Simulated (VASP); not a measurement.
# C in VASP: further runs

Runs on C. Level: LDA. Tasks: single point, relaxation of cell and atoms.

All numbers are computed with VASP 6.6.1; they aren't measurements. Logs are shortened: lines on timing, memory, paths and dates and some standing lists are left out, and cuts for length are marked.

**1. The cell of the first run**

The typed cell holds 2 atoms: a = 3.623 Å, b = 3.623 Å, c = 3.623 Å, α = 39.44°, β = 39.44°, γ = 39.44°.

**2. Single point, LDA (atom 1 moved by [0.01, 0.01, 0.01] A)**

INCAR

```
SYSTEM = C
  PREC = Accurate
  ENCUT = 520
  EDIFF = 1E-6
  ISMEAR = 0
  SIGMA = 0.01
  LREAL = .False.
  LASPH = .True.
  NELM = 60
  ALGO = Normal
  ISIF = 2
  LWAVE = .False.
  LCHARG = .True.
  GGA = CA
  LELF = .True.
  LVHAR = .True.
  NBANDS = 11
```

KPOINTS

```
regular mesh
0
Gamma
  12 12 12
  0 0 0
```

POSCAR

```
C
1.0
    1.2224302368      0.7057704263      3.3362570191
   -1.2224302368      0.7057704263      3.3362570191
    0.0000000000     -1.4115408525      3.3362570191
C
2
Direct
    0.8408336353      0.8326532094      0.8296589657
    0.1666171868      0.1666171868      0.1666171868
```

Potentials or basis: VASP PAW LDA potentials, release 64 (C).

Started as:

```console
$ cat potpaw_LDA.64/C/POTCAR > POTCAR
$ mpirun -np 1 vasp_std > vasp.out
```

OUTCAR:

```text
SYSTEM = C
   PREC = Accurate
   ENCUT = 520
   EDIFF = 1E-6
   ISMEAR = 0
   LREAL = .False.
   LASPH = .True.
   NELM = 60
   ISIF = 2
   GGA = CA

 ion  position               nearest neighbor table
   1  0.841  0.833  0.830-   2 1.40   2 1.41   2 1.43
   2  0.167  0.167  0.167-   1 1.40   1 1.41   1 1.43

  LATTYP: Found a trigonal (rhomboedric) cell.
 ALAT       =     3.6225762209
 COS(alpha) =     0.7722580164

  Lattice vectors:

 A1 = (   1.2224302368,   0.7057704263,   3.3362570191)
 A2 = (  -1.2224302368,   0.7057704263,   3.3362570191)
 A3 = (   0.0000000000,  -1.4115408525,   3.3362570191)

Analysis of symmetry for initial positions (statically):
=====================================================================
 Subroutine PRICEL returns:
 Original cell was already a primitive cell.

 Routine SETGRP: Setting up the symmetry group for a
 trigonal (rhombohedral) supercell.

 Subroutine GETGRP returns: Found  2 space group operations
 (whereof  1 operations were pure point group operations)
 out of a pool of 12 trial point group operations.

The static configuration has the point symmetry C_1 .
 The point group associated with its full space group is S_2 .

Analysis of symmetry for dynamics (positions and initial velocities):
=====================================================================
 Subroutine PRICEL returns:
 Original cell was already a primitive cell.

 Routine SETGRP: Setting up the symmetry group for a
 trigonal (rhombohedral) supercell.

 Subroutine GETGRP returns: Found  2 space group operations
 (whereof  1 operations were pure point group operations)
 out of a pool of 12 trial point group operations.

The dynamic configuration has the point symmetry C_1 .
 The point group associated with its full space group is S_2 .

 Subroutine INISYM returns: Found  2 space group operations
 (whereof  1 operations are pure point group operations),
 and found     1 'primitive' translations

----------------------------------------------------------------------------------------

                                     Primitive cell

  volume of cell :      17.2702

  direct lattice vectors                    reciprocal lattice vectors
     1.222430237  0.705770426  3.336257019     0.409021296  0.236148555  0.099912366
    -1.222430237  0.705770426  3.336257019    -0.409021296  0.236148555  0.099912366
     0.000000000 -1.411540852  3.336257019     0.000000000 -0.472297111  0.099912366

  length of vectors
     3.622576221  3.622576221  3.622576221     0.482749461  0.482749461  0.482749461

  position of ions in fractional coordinates (direct lattice)
     0.840833635  0.832653209  0.829658966
     0.166617187  0.166617187  0.166617187

  ion indices of the primitive-cell ions
   primitive index   ion index
                 1           1
                 2           2

----------------------------------------------------------------------------------------

 KPOINTS: regular mesh

Automatic generation of k-mesh.
 Grid dimensions read from file:
 generate k-points for:   12   12   12

 Generating k-lattice:

  Cartesian coordinates                     Fractional coordinates (reciprocal lattice)
     0.034085108  0.019679046  0.008326031     0.083333333  0.000000000  0.000000000
    -0.034085108  0.019679046  0.008326031     0.000000000  0.083333333  0.000000000
     0.000000000 -0.039358093  0.008326031     0.000000000  0.000000000  0.083333333

  Length of vectors
     0.040229122  0.040229122  0.040229122

  Shift w.r.t. Gamma in fractional coordinates (k-lattice)
     0.000000000  0.000000000  0.000000000

 Subroutine IBZKPT returns following result:
 ===========================================

 Found    868 irreducible k-points:

 Following reciprocal coordinates:
            Coordinates               Weight
  0.000000  0.000000  0.000000      1.000000
  0.083333  0.000000 -0.000000      2.000000
  0.000000  0.083333 -0.000000      2.000000
 -0.000000 -0.000000  0.083333      2.000000
  0.166667 -0.000000 -0.000000      2.000000
 -0.000000  0.166667 -0.000000      2.000000
[... 16 lines left out ...]
  0.166667  0.083333  0.000000      2.000000
 -0.166667  0.000000 -0.083333      2.000000
 [... further k-points ...]
   k-points           NKPTS =    868   k-points in BZ     NKDIM =    868   number of bands    NBANDS=     11
   number of dos      NEDOS =    301   number of ions     NIONS =      2
   total plane-waves  NPLWV =  21952
   dimension x,y,z NGX =    28 NGY =   28 NGZ =   28
   dimension x,y,z NGXF=    56 NGYF=   56 NGZF=   56
   ions per type =               2
   NGX,Y,Z   is equivalent  to a cutoff of  12.85, 12.85, 12.85 a.u.
   NGXF,Y,Z  is equivalent  to a cutoff of  25.70, 25.70, 25.70 a.u.
 SYSTEM =  C
   PREC   = accura    normal or accurate (medium, high low for compatibility)
   ISTART =      0    job   : 0-new  1-cont  2-samecut
   ICHARG =      2    charge: 1-file 2-atom 10-const
   ISPIN  =      1    spin polarized calculation?
   LNONCOLLINEAR =      F non collinear calculations
   LSORBIT =      F    spin-orbit coupling
   LASPH  =      T    aspherical Exc in radial PAW
   ENCUT  =  520.0 eV  38.22 Ry    6.18 a.u.   6.74  6.74  6.74*2*pi/ulx,y,z
   NELM   =     60;   NELMIN=  2; NELMDL= -5     # of ELM steps
   EDIFF  = 0.1E-05   stopping-criterion for ELM
   LREAL  =      F    real-space projection
   EDIFFG = 0.1E-04   stopping-criterion for IOM
   NSW    =      0    number of steps for IOM
   IBRION =     -1    ionic relax: 0-MD 1-quasi-New 2-CG
   NFREE  =      0    steps in history (QN), initial steepest desc. (CG)
   ISIF   =      2    stress and relaxation
   ISYM   =      2    0-nonsym 1-usesym 2-fastsym
   POTIM  = 0.5000    time-step for ionic-motion
   TEBEG  =    0.0;   TEEND  =   0.0 temperature during run
   PSTRESS=    0.0 pullay stress
   NELECT =       8.0000    total number of electrons
   NUPDOWN=      -1.0000    fix difference up-down
   EMIN   =  10.00;   EMAX   =-10.00  energy-range for DOS
   EFERMI =   0.00;   METHOD = LEGACY
   ISMEAR =     0;   SIGMA  =   0.01  broadening in eV -4-tet -1-fermi 0-gaus
   EFERMI_NEDOS =   21; number of points for ismear=-14 and -15
   IALGO  =     38    algorithm
   IMIX   =      4    mixing-type and parameters
     AMIX     =   0.40;   BMIX     =  1.00
     AMIX_MAG =   1.60;   BMIX_MAG =  1.00
  volume/ion in A,a.u.               =       8.64        58.27
  Fermi-wavevector in a.u.,A,eV,Ry     =   1.266695  2.393706 21.830769  1.604516
  Thomas-Fermi vector in A             =   2.399882
   LORBIT       =      0    0 simple, 1 ext, 2 COOP (PROOUT), +10 PAW based schemes
   GGA     = CA    functional components
   LHFCALC =     F    Hartree Fock is set to
   AEXX    =    0.0000 exact exchange contribution
   IVDW    =     0    specifies the selected vdW correction
   LEPSILON=     F    determine dielectric tensor
   LRPA    =     F    only Hartree local field effects (RPA)
 non-spin polarized calculation
 Gauss-broadening in eV      SIGMA  =   0.01
  energy-cutoff  :      520.00
  volume of cell :       17.27
 maximum number of plane-waves:       479
   NGX = 13   NGY = 13   NGZ = 13

 number of electron       8.0000000 magnetization

 Free energy of the ion-electron system (eV)
  ---------------------------------------------------
  ext. energy  EPLUGINS =         0.00000000
  ---------------------------------------------------
  free energy    TOTEN  =       -20.21678134 eV

  energy without entropy =      -20.21678134  energy(sigma->0) =      -20.21678134

 E-fermi :   4.5948     XC(G=0): -10.8404

 val. band max:        4.4701007128   @ k =  -0.4167   0.2500  -0.0833
 cond. band min:       5.0159777572   @ k =  -0.4167   0.2500  -0.0833
 fundamental gap:      0.5458770444
 Fermi energy:         4.5947932442

 k-point     1 :       0.0000    0.0000    0.0000
  band No.  band energies     occupation
      1     -14.8829      2.00000
      2      -1.9209      2.00000
      3       1.5588      2.00000
      4       1.9943      2.00000
      5       8.5882      0.00000
      6      12.9605      0.00000
      7      13.5286      0.00000
      8      16.3117      0.00000
      9      18.2767      0.00000
     10      27.4859      0.00000
     11      30.2827      0.00000

 k-point     2 :       0.0833    0.0000   -0.0000
  band No.  band energies     occupation
      1     -14.7129      2.00000
      2      -1.7498      2.00000
      3       1.2137      2.00000
      4       1.3478      2.00000
      5       8.8286      0.00000
      6      13.0977      0.00000
      7      14.2134      0.00000
      8      15.7371      0.00000
      9      18.5260      0.00000
     10      27.9957      0.00000
     11      28.9548      0.00000

 k-point     3 :       0.0000    0.0833   -0.0000
  band No.  band energies     occupation
      1     -14.7134      2.00000
      2      -1.7484      2.00000
      3       1.0039      2.00000
      4       1.5657      2.00000
      5       8.8300      0.00000
      6      13.2615      0.00000
      7      14.0171      0.00000
      8      15.7235      0.00000
      9      18.5432      0.00000
     10      28.0078      0.00000
     11      29.0314      0.00000

 k-point     4 :      -0.0000   -0.0000    0.0833
  band No.  band energies     occupation
      1     -14.7135      2.00000
      2      -1.7479      2.00000
      3       0.9649      2.00000
      4       1.6066      2.00000
      5       8.8304      0.00000
      6      13.3838      0.00000
      7      13.8828      0.00000
      8      15.7185      0.00000
      9      18.5501      0.00000
     10      28.0124      0.00000
     11      29.0633      0.00000

 k-point     5 :       0.1667   -0.0000   -0.0000
  band No.  band energies     occupation
      1     -14.2053      2.00000
      2      -1.2407      2.00000
      3      -0.3517      2.00000
      4       0.4705      2.00000
      5       9.5475      0.00000
      6      13.2156      0.00000
      7      14.2276      0.00000
      8      16.0482      0.00000
      9      19.3193      0.00000
     10      26.2585      0.00000
     11      28.9070      0.00000
[... 211 lines left out ...]
 k-point    21 :      -0.0833    0.0000   -0.0833
  band No.  band energies     occupation
      1     -14.7065      2.00000
      2      -1.8074      2.00000
      3       1.0079      2.00000
      4       1.5615      2.00000
      5       8.9474      0.00000
      6      13.2542      0.00000
      7      14.0173      0.00000
      8      15.7205      0.00000
      9      18.5459      0.00000
     10      28.0062      0.00000
     11      28.8180      0.00000

 k-point    22 :      -0.0000    0.0833    0.0833
  band No.  band energies     occupation
      1     -14.7060      2.00000
      2      -1.8088      2.00000
      3       1.2101      2.00000
      4       1.3516      2.00000
      5       8.9465      0.00000
      6      13.0901      0.00000
      7      14.2145      0.00000
      8      15.7349      0.00000
      9      18.5243      0.00000
     10      28.0074      0.00000
     11      28.7210      0.00000

 k-point    23 :       0.1667    0.0833    0.0000
  band No.  band energies     occupation
      1     -14.3616      2.00000
      2      -1.5189      2.00000
      3       0.1288      2.00000
      4       0.7248      2.00000
      5       9.5381      0.00000
      6      13.5313      0.00000
      7      14.6799      0.00000
      8      15.0315      0.00000
      9      19.1653      0.00000
     10      26.5498      0.00000
     11      28.8375      0.00000

 k-point    24 :      -0.1667    0.0000   -0.0833
  band No.  band energies     occupation
      1     -14.3611      2.00000
      2      -1.5204      2.00000
      3       0.2203      2.00000
      4       0.6302      2.00000
      5       9.5368      0.00000
      6      13.4155      0.00000
      7      14.6933      0.00000
      8      15.1749      0.00000
      9      19.1458      0.00000
     10      26.5090      0.00000
     11      28.8316      0.00000

 [... further k-points ...]

------------------------ aborting loop because EDIFF is reached ----------------------------------------

  FORCE on cell =-STRESS in cart. coord.  units (eV):
  Direction    XX          YY          ZZ          XY          YZ          ZX
  --------------------------------------------------------------------------------------
  -------------------------------------------------------------------------------------
  Total        0.0305824      0.2985559     -0.0483419     -0.1314509     -0.0058225     -0.0058281
  in kB        2.8371604     27.6973285     -4.4847283    -12.1948308     -0.5401618     -0.5406768
  external PRESSURE =       8.6832535 kB  Pullay stress =       0.0000000 kB

 VOLUME and BASIS-vectors are now :
 -----------------------------------------------------------------------------
  energy-cutoff  :      520.00
  volume of cell :       17.27
      direct lattice vectors                 reciprocal lattice vectors
     1.222430237  0.705770426  3.336257019     0.409021296  0.236148555  0.099912366
    -1.222430237  0.705770426  3.336257019    -0.409021296  0.236148555  0.099912366
     0.000000000 -1.411540852  3.336257019     0.000000000 -0.472297111  0.099912366

 POSITION                                       TOTAL-FORCE (eV/Angst)
 -----------------------------------------------------------------------------------
      0.01000      0.01000      8.35114        -0.551190     -0.565089     -0.158610
      0.00000      0.00000      1.66763         0.551190      0.565089      0.158610
 -----------------------------------------------------------------------------------
    total drift:                                0.000000     -0.000000     -0.000002

  FREE ENERGIE OF THE ION-ELECTRON SYSTEM (eV)
  ---------------------------------------------------
  free  energy   TOTEN  =       -20.2167813444 eV

  energy  without entropy=      -20.2167813444  energy(sigma->0) =      -20.21678134
```

It took 3.1 min on 1 thread of Intel Xeon Platinum 8124M at 3.00GHz (Skylake/Cascade Lake), shared host; peak memory 0.24 GiB.

What came out:

| Quantity | Value |
| --- | --- |
| Free energy | -20.2168 eV |
| Pressure | 0.9 GPa |
| Largest force | 0.805 eV/Å |

Forces on the atoms (eV/Å):
```
C   -0.551 -0.565 -0.159
C    0.551  0.565  0.159
```

Caveat: the cell differs from its parent crystal (atom 1 moved by [0.01, 0.01, 0.01] A).

**3. Single point, LDA (atom 1 moved by [-0.01, -0.01, -0.01] A)**

INCAR

```
SYSTEM = C
ALGO     = Normal         ! electronic algorithm
EDIFF    = 1E-7           ! SCF threshold, eV
ENCUT    = 520            ! plane-wave cutoff, eV
ISIF     = 2              ! what is computed and relaxed
ISMEAR   = 0              ! smearing method
LASPH    = .True.         ! aspherical terms in the spheres
LCHARG   = .False.        ! write CHGCAR
LREAL    = .False.        ! projectors in reciprocal space
LWAVE    = .False.        ! write WAVECAR
NBANDS   = 11             ! bands
NELM     = 80             ! most SCF steps
PREC     = Accurate       ! precision mode
SIGMA    = 0.01           ! smearing width, eV
```

KPOINTS

```
k-points
0
Gamma
  12 12 12
  0 0 0
```

Changes to POSCAR since step 2:

```diff
@@ -8,3 +8,3 @@
 Direct
-    0.8408336353      0.8326532094      0.8296589657
+    0.8259319910      0.8341124169      0.8371066606
     0.1666171868      0.1666171868      0.1666171868
```

Potentials or basis: VASP PAW LDA potentials, release 64 (C).

Started as:

```console
$ cat potpaw_LDA.64/C/POTCAR > POTCAR
$ mpirun -np 1 vasp_std > vasp.out
```

Wall time 3.1 min (1 thread of Intel Xeon Platinum 8124M at 3.00GHz (Skylake/Cascade Lake), shared host); peak memory 0.24 GiB.

It converged, with:

```
Free energy   : -20.2164 eV
Pressure      : 0.9 GPa
Largest force : 0.829 eV/Å
```

Forces on the atoms (eV/Å):
```
C    0.578  0.564  0.185
C   -0.578 -0.564 -0.185
```

Stress tensor (GPa, compression positive):
```
 2.76  1.26 -0.05
 1.26  0.29 -0.05
-0.05 -0.05 -0.40
```

Caveat: the cell differs from its parent crystal (atom 1 moved by [-0.01, -0.01, -0.01] A).

**4. Relaxation of cell and atoms, LDA**

This run uses another cell than the first one, of 8.74 Å³/atom.

INCAR

```
PREC     = Accurate       # precision mode
ENCUT    = 600            # plane-wave cutoff, eV
EDIFF    = 1E-6           # SCF threshold, eV
ISMEAR   = -1             # smearing method
SIGMA    = 0.05           # smearing width, eV
LREAL    = F              # projectors in reciprocal space
LASPH    = T              # aspherical terms in the spheres
NELM     = 100            # most SCF steps
ALGO     = Normal         # electronic algorithm
ISIF     = 3              # what is computed and relaxed
LWAVE    = F              # write WAVECAR
LCHARG   = F              # write CHGCAR
GGA      = CA             # functional
IBRION   = 2              # ionic algorithm
NSW      = 100            # ionic steps
EDIFFG   = -0.002         # ionic threshold
```

KPOINTS

```
regular mesh
0
Gamma
  16 16 16
```

POSCAR

```
C
1.0
    1.2280287114      0.7090027071      3.3470114498
   -1.2280287114      0.7090027071      3.3470114498
    0.0000000000     -1.4180054142      3.3470114498
C
2
Direct
    0.8360000000      0.8360000000      0.8360000000
    0.1640000000      0.1640000000      0.1640000000
```

Started as:

```console
$ cat potpaw_LDA.64/C/POTCAR > POTCAR
$ mpirun -np 1 vasp_std > vasp.out
```

Wall time 12 min (1 thread of Intel Xeon Platinum 8124M at 3.00GHz (Skylake/Cascade Lake), shared host); peak memory 0.19 GiB.

The run converged. Its results:

| Item | Value |
| --- | --- |
| Free energy | -20.2315 eV |
| Relaxed volume | 8.53 Å³/atom |
| Relaxed cell | a = 3.582 Å, b = 3.582 Å, c = 3.582 Å, α = 39.92°, β = 39.92°, γ = 39.92° |
| Space group after relaxing (to 0.1 Å) | R-3m (No. 166) |
| Energy gained by relaxing | 13.3 meV/atom |
| Ionic steps | 20 |
| Pressure after relaxing | 0.0 GPa |

The path:
```
step  energy change (eV)  largest force (eV/Å)  pressure (GPa)  volume (Å³)
   1              0.0000                0.9060           -3.77        17.48
   2             -0.0030                0.5944            8.33        16.97
   3             -0.0245                0.1292            2.42        17.22
   4             -0.0218                0.2077           -4.21        17.46
   5             -0.0262                0.0003           -0.21        17.31
   6             -0.0262                0.0026           -0.12        17.31
   7             -0.0262                0.0014           -0.09        17.29
   8             -0.0263                0.0021            0.01        17.25
   9             -0.0265                0.0093            0.07        17.17
  10             -0.0265                0.0238            0.32        16.99
  11             -0.0265                0.0177            0.23        17.06
  12             -0.0265                0.0052           -0.12        17.06
  13             -0.0265                0.0077           -0.06        17.06
  14             -0.0265                0.0086           -0.01        17.06
  15             -0.0265                0.0132            0.10        17.06
  16             -0.0265                0.0099            0.01        17.06
  17             -0.0265                0.0093           -0.03        17.06
  18             -0.0265                0.0089           -0.03        17.06
  19             -0.0265                0.0022            0.01        17.06
  20             -0.0265                0.0005            0.02        17.06
```

Final structure:
```cif
data_structure
_symmetry_space_group_name_H-M 'P 1'
_symmetry_Int_Tables_number 1
_cell_length_a 3.5825
_cell_length_b 3.5825
_cell_length_c 3.5825
_cell_angle_alpha 39.921
_cell_angle_beta 39.921
_cell_angle_gamma 39.921
_cell_volume 17.06
loop_
_atom_site_label
_atom_site_type_symbol
_atom_site_fract_x
_atom_site_fract_y
_atom_site_fract_z
_atom_site_occupancy
C1 C 0.83339 0.83339 0.83339 1
C2 C 0.16661 0.16661 0.16661 1
```

**5. The runs side by side**

| task | cell | k mesh | cutoff (eV) | smearing | pressure (GPa) | largest force (eV/Å) |
| --- | --- | --- | --- | --- | --- | --- |
| single point | a = 3.623 Å, angles 39.4°, 2 atoms, atomic positions A | 12 × 12 × 12 | 520 | gaussian 0.01 eV | 0.9 | 0.81 |
| single point | a = 3.623 Å, angles 39.4°, 2 atoms, atomic positions B | 12 × 12 × 12 | 520 | gaussian 0.01 eV | 0.9 | 0.83 |
| relaxation of cell and atoms | relaxed from a = 3.635 Å, angles 39.5°, 2 atoms, atomic positions C | 16 × 16 × 16 | 600 | fermi-dirac 0.05 eV | 0.0 | - |

Alike in all rows: level LDA; potentials or basis VASP PAW LDA potentials, release 64 (C); no spin polarisation.

Total energies depend on the potentials used, so only differences within one code and one set of settings carry meaning.
